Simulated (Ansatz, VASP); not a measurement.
# SnCl: VASP beside Ansatz

Contents of INCAR:

```
SYSTEM = SnCl
  PREC = Accurate
  ENCUT = 600
  EDIFF = 1E-6
  ISMEAR = -1
  SIGMA = 0.05
  LREAL = .FALSE.
  LASPH = .TRUE.
  NELM = 80
  ALGO = Normal
  ISIF = 3
  LWAVE = .FALSE.
  LCHARG = .FALSE.
  GGA = PE
  IVDW = 12
  IBRION = 2
  NSW = 60
  EDIFFG = -0.01
```

Contents of KPOINTS:

```
Automatic mesh
0
G
  9 9 3
  0 0 0
```

The input POSCAR:

```
SnCl
1.0
    3.4975457026      0.0000000000      0.0000000000
   -1.7487728513      3.0289634293      0.0000000000
    0.0000000000      0.0000000000     10.0622090000
Sn Cl
2 2
Direct
    0.6666666667      0.3333333333      0.8205100000
    0.3333333333      0.6666666667      0.3205100000
    0.6666666667      0.3333333333      0.5544910000
    0.3333333333      0.6666666667      0.0544910000
```

File input.yaml:

```yaml
crystal:
  lattice:
    - [3.4975457026, 0.0, 0.0]
    - [-1.7487728513, 3.0289634293, 0.0]
    - [0.0, 0.0, 10.062209]
  atoms:
    - { symbol: Sn, position: [0.6666666667, 0.3333333333, 0.82051] }
    - { symbol: Sn, position: [0.3333333333, 0.6666666667, 0.32051] }
    - { symbol: Cl, position: [0.6666666667, 0.3333333333, 0.554491] }
    - { symbol: Cl, position: [0.3333333333, 0.6666666667, 0.054491] }
hamiltonian:
  xc: pbe
  pseudopotentials: { kind: paw }
  dispersion: d3bj
kpoints:
  mp_grid: { grid: [9, 9, 3] }
scf:
  occupations: { method: fermi_dirac, width: 0.05 }
output:
  forces: true
  stress: true
  eigenvalues: true
relax:
  f_tol: 0.01
  max_steps: 40
  cell: { stress_tol: 0.05 }
```

Alike in both runs: task relaxation of cell and atoms; functional PBE; dispersion D3(BJ); k mesh 9 × 9 × 3; occupations fermi-dirac, width 0.05 eV; no spin polarisation.

|  | VASP | Ansatz |
| --- | --- | --- |
| version | VASP 6.6.1 | Ansatz 0.2.0 |
| potentials or method | VASP PAW PBE potentials, release 64 (Sn_d, Cl) | Ansatz PAW |
| plane-wave cutoff (eV) | 600 | 420 |
| valence electrons in the cell | 42 | 42 |

```csv
,VASP,Ansatz,Ansatz less VASP
"gap on the k mesh at the Fermi level, each at its own relaxed structure (eV)",none,none,-
relaxed volume (Å³/atom),25.34,25.33,-0.012
relaxed cell length with the largest relative difference (Å),10.042,10.033,-0.0090
```

A gap of «none» marks a metal or a gap that the smearing closes.

Noted on Ansatz's run: the plane-wave basis is chosen anew once the cell has moved, so the energies of steps on either side of that aren't comparable.
